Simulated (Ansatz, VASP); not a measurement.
One calculation of Ru, two programs

```
Ru
1.0
     2.67593    0.00000    0.00000
    -1.33797    2.31743    0.00000
     0.00000    0.00000    4.22621
Ru
2
Direct
  0.33333 0.66667 0.25000
  0.66667 0.33333 0.75000
```

Alike in both runs: functional LDA; k mesh 15 × 15 × 8; occupations fermi-dirac, width 0.15 eV; no spin polarisation.

Ansatz relaxed the structure, and its values are those at the end. VASP's run is a single point on that final structure, the one shown.

```csv
,VASP,Ansatz
version,VASP 6.6.1,Ansatz 0.2.0
potentials or method,"VASP PAW LDA potentials, release 64 (Ru_sv), cutoff 560 eV","scalar-relativistic, plane waves, PAW"
valence electrons in the cell,32,32
```

|  | VASP | Ansatz | Ansatz less VASP |
| --- | --- | --- | --- |
| gap on the k mesh at the Fermi level (eV) | none | none | - |
| pressure (GPa) | 0.5 | 0.0 | -0.50 |

Ansatz warns that its potentials were made for another functional, while VASP's fit it. LDA's correlation is that of Perdew and Zunger in VASP and of Perdew and Wang (1992) in Ansatz. A gap of «none» marks a metal or a gap that the smearing closes.
